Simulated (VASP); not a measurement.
# SrSiH6 (Amm2) in VASP: a series of runs

SrSiH6 is run at these levels: PBEsol, r2SCAN+rVV10; tasks: single point, relaxation of cell and atoms.

Program: VASP 6.6.1. These are calculated values, not measurements. Logs are shortened: lines on timing, memory, paths and dates and some standing lists are left out, and cuts for length are marked.

**1. The cell of the first run**

It takes space group Amm2 (No. 38, orthorhombic). Conventional cell: a = 3.190 Å, b = 5.814 Å, c = 7.494 Å, α = 90.00°, β = 90.00°, γ = 90.00°. Sr (site symmetry mm2) has 12 H at 2.22 to 2.91 Å within 3.0 Å. Within 2.1 Å of Si (site symmetry mm2) lie 8 H at 1.58 to 2.01 Å. Within 2.2 Å of H (site symmetry m) lie 1 Si at 1.58 Å and 4 H at 1.94 to 2.20 Å. Within 2.8 Å of H (site symmetry mm2) lie 10 H at 2.15 to 2.62 Å and 2 Sr at 2.22 Å. Within 2.8 Å of H (site symmetry m) lie 9 H at 1.98 to 2.79 Å and 2 Si at 2.01 Å and 2 Sr at 2.41 to 2.47 Å. Within 2.6 Å of H (site symmetry mm2) lie 2 Si at 1.88 Å and 8 H at 1.94 to 2.55 Å.

**2. Single point, PBEsol**

The input, INCAR:

```
ALGO = Normal
EDIFF = 1E-7
ENCUT = 520
GGA = PS
ISIF = 2
ISMEAR = -1
LASPH = T
LCHARG = F
LREAL = F
LWAVE = F
NBANDS = 20
NELM = 80
PREC = Accurate
SIGMA = 0.03
```

The input, KPOINTS:

```
k-points
0
Gamma
  6 4 4
```

The input, POSCAR:

```
SrSiH6
1.0
    3.1904734325      0.0000000000      0.0000000000
    0.0000000000      2.9072415967      3.7468746402
    0.0000000000     -2.9072415967      3.7468746402
Sr Si H
1 1 6
Direct
    0.5000000000      0.5736102288      0.5736102288
    0.0000000000      0.9684385937      0.9684385937
    0.0000000000      0.9311491918      0.3088401055
    0.0000000000      0.3088401055      0.9311491918
    0.0000000000      0.3671162394      0.3671162394
    0.5000000000      0.7012056293      0.0481577217
    0.5000000000      0.0481577217      0.7012056293
    0.5000000000      0.1014832897      0.1014832897
```

Potentials or basis: VASP PAW PBE potentials, release 64 (Sr_sv, Si, H).

Command:

```sh
$ cat potpaw_PBE.64/Sr_sv/POTCAR potpaw_PBE.64/Si/POTCAR potpaw_PBE.64/H/POTCAR > POTCAR
$ mpirun -np 1 vasp_std > vasp.out
```

OUTCAR:

```text
EDIFF = 1E-7
   ENCUT = 520
   GGA = PS
   ISIF = 2
   ISMEAR = -1
   LASPH = T
   LREAL = F
   NELM = 80
   PREC = Accurate

 ion  position               nearest neighbor table
   1  0.500  0.574  0.574-   5 2.22   5 2.22   7 2.41   6 2.41   3 2.44   3 2.44   4 2.44   4 2.44
                             7 2.47   6 2.47   8 2.91   8 2.91   2 3.36   2 3.36   2 3.41   2 3.41
   2  0.000  0.968  0.968-   3 1.58   4 1.58   8 1.88   8 1.88   6 2.01   6 2.01   7 2.01   7 2.01
                             1 3.36   1 3.36   1 3.41   1 3.41   1 3.41   1 3.41
   3  0.000  0.931  0.309-   2 1.58   1 2.44   1 2.44
   4  0.000  0.309  0.931-   2 1.58   1 2.44   1 2.44
   5  0.000  0.367  0.367-   1 2.22   1 2.22
   6  0.500  0.701  0.048-   2 2.01   2 2.01   1 2.41   1 2.47
   7  0.500  0.048  0.701-   2 2.01   2 2.01   1 2.41   1 2.47
   8  0.500  0.101  0.101-   2 1.88   2 1.88   1 2.91   1 2.91

  LATTYP: Found a base centered orthorhombic cell.
 ALAT       =     5.8144831934
 B/A-ratio  =     1.2888074539
 C/A-ratio  =     0.5487114377

  Lattice vectors:

 A1 = (   0.0000000000,   2.9072415967,  -3.7468746402)
 A2 = (   0.0000000000,   2.9072415967,   3.7468746402)
 A3 = (   3.1904734325,   0.0000000000,   0.0000000000)

Analysis of symmetry for initial positions (statically):
=====================================================================
 Subroutine PRICEL returns:
 Original cell was already a primitive cell.

 Routine SETGRP: Setting up the symmetry group for a
 base centered orthorhombic supercell.

 Subroutine GETGRP returns: Found  4 space group operations
 (whereof  4 operations were pure point group operations)
 out of a pool of  8 trial point group operations.

The static configuration has the point symmetry C_2v.

Analysis of symmetry for dynamics (positions and initial velocities):
=====================================================================
 Subroutine PRICEL returns:
 Original cell was already a primitive cell.

 Routine SETGRP: Setting up the symmetry group for a
 base centered orthorhombic supercell.

 Subroutine GETGRP returns: Found  4 space group operations
 (whereof  4 operations were pure point group operations)
 out of a pool of  8 trial point group operations.

The dynamic configuration has the point symmetry C_2v.
[... 106 lines left out ...]
   LNONCOLLINEAR =      F non collinear calculations
   LSORBIT =      F    spin-orbit coupling
   LASPH  =      T    aspherical Exc in radial PAW
   ENCUT  =  520.0 eV  38.22 Ry    6.18 a.u.   5.93  8.82  8.82*2*pi/ulx,y,z
   NELM   =     80;   NELMIN=  2; NELMDL= -5     # of ELM steps
   EDIFF  = 0.1E-06   stopping-criterion for ELM
   LREAL  =      F    real-space projection
   EDIFFG = 0.1E-05   stopping-criterion for IOM
   NSW    =      0    number of steps for IOM
   IBRION =     -1    ionic relax: 0-MD 1-quasi-New 2-CG
   NFREE  =      0    steps in history (QN), initial steepest desc. (CG)
   ISIF   =      2    stress and relaxation
   ISYM   =      2    0-nonsym 1-usesym 2-fastsym
   POTIM  = 0.5000    time-step for ionic-motion
   TEBEG  =    0.0;   TEEND  =   0.0 temperature during run
   PSTRESS=    0.0 pullay stress
   NELECT =      20.0000    total number of electrons
   NUPDOWN=      -1.0000    fix difference up-down
   EMIN   =  10.00;   EMAX   =-10.00  energy-range for DOS
   EFERMI =   0.00;   METHOD = LEGACY
   ISMEAR =    -1;   SIGMA  =   0.03  broadening in eV -4-tet -1-fermi 0-gaus
   EFERMI_NEDOS =   21; number of points for ismear=-14 and -15
   IALGO  =     38    algorithm
   IMIX   =      4    mixing-type and parameters
     AMIX     =   0.40;   BMIX     =  1.00
     AMIX_MAG =   1.60;   BMIX_MAG =  1.00
  volume/ion in A,a.u.               =       8.69        58.63
  Fermi-wavevector in a.u.,A,eV,Ry     =   1.080786  2.042389 15.892942  1.168098
  Thomas-Fermi vector in A             =   2.216786
   LORBIT       =      0    0 simple, 1 ext, 2 COOP (PROOUT), +10 PAW based schemes
   GGA     = PS    functional components
   LHFCALC =     F    Hartree Fock is set to
   AEXX    =    0.0000 exact exchange contribution
   IVDW    =     0    specifies the selected vdW correction
   LEPSILON=     F    determine dielectric tensor
   LRPA    =     F    only Hartree local field effects (RPA)
 non-spin polarized calculation
  energy-cutoff  :      520.00
  volume of cell :       69.51
 maximum number of plane-waves:      1886
 NGX is ok and might be reduce to    24
   NGX = 11   NGY = 17   NGZ = 17

 number of electron      19.9999996 magnetization

 Free energy of the ion-electron system (eV)
  ---------------------------------------------------
  ext. energy  EPLUGINS =         0.00000000
  ---------------------------------------------------
  free energy    TOTEN  =       -25.33627644 eV

  energy without entropy =      -25.33315892  energy(sigma->0) =      -25.33471768

 E-fermi :   2.5799     XC(G=0):  -9.8327

 val. band max:        2.5686535707   @ k =   0.3333   0.5000   0.5000
 cond. band min:       2.6521598563   @ k =   0.3333   0.5000   0.0000
 fundamental gap:      0.0835062856
 Fermi energy:         2.5798637139

 k-point     1 :       0.0000    0.0000    0.0000
  band No.  band energies     occupation
      1     -31.3638      2.00000
      2     -13.6251      2.00000
      3     -13.4647      2.00000
      4     -12.8705      2.00000
      5      -8.7383      2.00000
      6      -2.2094      2.00000
[... 541 lines left out ...]
     19      13.6270      0.00000
     20      13.8300      0.00000

 [... further k-points ...]
[... 5 lines left out ...]
  --------------------------------------------------------------------------------------
  -------------------------------------------------------------------------------------
  Total        0.0889931      0.0621948      0.0586151      0.0000000      0.0000000      0.0000000
  in kB        2.0513098      1.4336053      1.3510907      0.0000000      0.0000000      0.0000000
  external PRESSURE =       1.6120019 kB  Pullay stress =       0.0000000 kB

 VOLUME and BASIS-vectors are now :
 -----------------------------------------------------------------------------
  energy-cutoff  :      520.00
  volume of cell :       69.51
      direct lattice vectors                 reciprocal lattice vectors
     3.190473433  0.000000000  0.000000000     0.313433107  0.000000000  0.000000000
     0.000000000  2.907241597  3.746874640     0.000000000  0.171984331  0.133444550
     0.000000000 -2.907241597  3.746874640     0.000000000 -0.171984331  0.133444550

 POSITION                                       TOTAL-FORCE (eV/Angst)
 -----------------------------------------------------------------------------------
      1.59524      0.00000      4.29849         0.000000      0.000000      0.014848
      0.00000      0.00000      7.25724         0.000000      0.000000     -0.005208
      0.00000      1.80920      4.64608         0.000000      0.002224      0.004304
      0.00000     -1.80920      4.64608         0.000000     -0.002224      0.004304
      0.00000      0.00000      2.75108         0.000000      0.000000     -0.023554
      1.59524      1.89857      2.80777         0.000000      0.003260      0.000801
      1.59524     -1.89857      2.80777         0.000000     -0.003260      0.000801
      1.59524      0.00000      0.76049         0.000000      0.000000      0.003705
 -----------------------------------------------------------------------------------
    total drift:                                0.000000     -0.000000     -0.000344

  FREE ENERGIE OF THE ION-ELECTRON SYSTEM (eV)
  ---------------------------------------------------
  free  energy   TOTEN  =       -25.3362764364 eV

  energy  without entropy=      -25.3331589234  energy(sigma->0) =      -25.33471768
```

stdout:

```text
POSCAR found type information on POSCAR SrSiH
 POSCAR found :  3 types and       8 ions
 scaLAPACK will be used
 -----------------------------------------------------------------------------
|                                                                             |
|                                                                             |
|     You enforced a specific xc type in the INCAR file but a different       |
|     I HOPE YOU KNOW WHAT YOU ARE DOING!                                     |
|                                                                             |
 -----------------------------------------------------------------------------

 LDA part: xc-table for (Slater+PW92), standard interpolation
 POSCAR, INCAR and KPOINTS ok, starting setup
 FFT: planning ... GRIDC
 FFT: planning ... GRID_SOFT
 FFT: planning ... GRID
 WAVECAR not read
 entering main loop
```

Wall time 13 s (1 thread of Intel Xeon 6975P-C (Granite Rapids), shared host); peak memory 0.2 GiB.

Results:

* Free energy: -25.3363 eV
* Pressure: 0.2 GPa
* Largest force: 0.024 eV/Å
* Band gap on the k mesh: zero (bands 10 and 11 overlap by 2.26 eV)

Forces in eV/Å, atoms in the order of the input:
```
Sr   0.000  0.000  0.015
Si   0.000  0.000 -0.005
H    0.000  0.002  0.004
H    0.000 -0.002  0.004
H    0.000  0.000 -0.024
H    0.000  0.003  0.001
H    0.000 -0.003  0.001
H    0.000  0.000  0.004
```

Caveat: the PAW data sets were made with another functional, which shifts forces and pressure a little.

**3. Single point, r2SCAN+rVV10**

This run uses another cell than the first one, of 9.04 Å³/atom.

The input, POSCAR:

```
SrSiH6
1.0
    3.2040570446      0.0000000000      0.0000000000
    0.0000000000      2.9915555014      3.7738158933
    0.0000000000     -2.9915555014      3.7738158933
Sr Si H
1 1 6
Direct
    0.5000000000      0.5737751585      0.5737751585
    0.0000000000      0.9778404134      0.9778404134
    0.0000000000      0.9244557199      0.3058735420
    0.0000000000      0.3058735420      0.9244557199
    0.0000000000      0.3705096783      0.3705096783
    0.5000000000      0.7049186503      0.0461032637
    0.5000000000      0.0461032637      0.7049186503
    0.5000000000      0.0965245738      0.0965245738
```

The input, INCAR.step1:

```
PREC = Accurate ; ENCUT = 520
ISMEAR = -1 ; SIGMA = 0.03
LREAL = F ; LASPH = T
NELM = 100 ; NBANDS = 20
GGA = PE ; ALGO = Normal
EDIFF = 1E-4 ; LWAVE = T
LCHARG = F
```

The input, INCAR.step2:

```
PREC = Accurate ; ENCUT = 520
EDIFF = 1E-6 ; ISMEAR = -1
SIGMA = 0.03 ; LREAL = F
LASPH = T ; NELM = 100
ALGO = Normal ; ISIF = 2
LWAVE = F ; LCHARG = F
METAGGA = R2SCAN ; LMIXTAU = T
LUSE_VDW = T ; IVDW_NL = 2
BPARAM = 11.95 ; CPARAM = 0.0093
NBANDS = 20 ; ISTART = 1
```

The input, KPOINTS:

```
regular mesh
0
Gamma
  8 6 6
```

Potentials or basis: VASP PAW PBE potentials, release 64 (Sr_sv, Si, H).

Command:

```sh
$ cat potpaw_PBE.64/Sr_sv/POTCAR potpaw_PBE.64/Si/POTCAR potpaw_PBE.64/H/POTCAR > POTCAR
$ cp INCAR.step1 INCAR
$ mpirun -np 1 vasp_std > vasp.out
$ cp INCAR.step2 INCAR
$ mpirun -np 1 vasp_std > vasp.out
```

Wall time 95 s (1 thread of Intel Xeon 6975P-C (Granite Rapids), shared host); peak memory 0.36 GiB.

It converged, with:

```
Free energy            : -41.6049 eV
Pressure               : 0.1 GPa
Largest force          : 0.024 eV/Å
Band gap on the k mesh : zero (bands 10 and 11 overlap by 2.06 eV)
```

Forces in eV/Å, atoms in the order of the input:
```
Sr   0.000  0.000  0.013
Si   0.000  0.000  0.012
H    0.000  0.018 -0.005
H    0.000 -0.018 -0.005
H    0.000  0.000 -0.024
H    0.000  0.008  0.001
H    0.000 -0.008  0.001
H    0.000  0.000  0.006
```

Stress tensor (GPa, compression positive):
```
0.24 0.00 0.00
0.00 0.03 0.00
0.00 0.00 0.07
```

Levels at points of the mesh, in eV from the Fermi level:
```tsv
k point	band 8	band 9	band 10	band 11	band 12	band 13
(0.00, 0.00, 0.00)	-2.51	-2.04	0.52	3.10	3.88	4.78
(0.50, 0.00, 0.00)	-1.55	-1.22	-1.16	-0.35	3.34	4.19
(0.00, 0.50, 0.00)	-1.79	-0.37	0.67	3.68	3.71	4.66
(0.50, 0.50, 0.00)	-2.29	-1.60	-1.20	-0.94	3.20	4.96
(0.00, 0.50, 0.50)	-1.93	0.14	1.09	3.77	3.98	4.69
(0.50, 0.50, 0.50)	-3.31	-1.92	-1.15	0.26	6.09	6.44
```

Caveat: the PAW data sets were made with another functional, which shifts forces and pressure a little.

(Part 1 of 2 ends here.)

The gap in the log of VASP goes by the Fermi energy; the results here count the filled bands.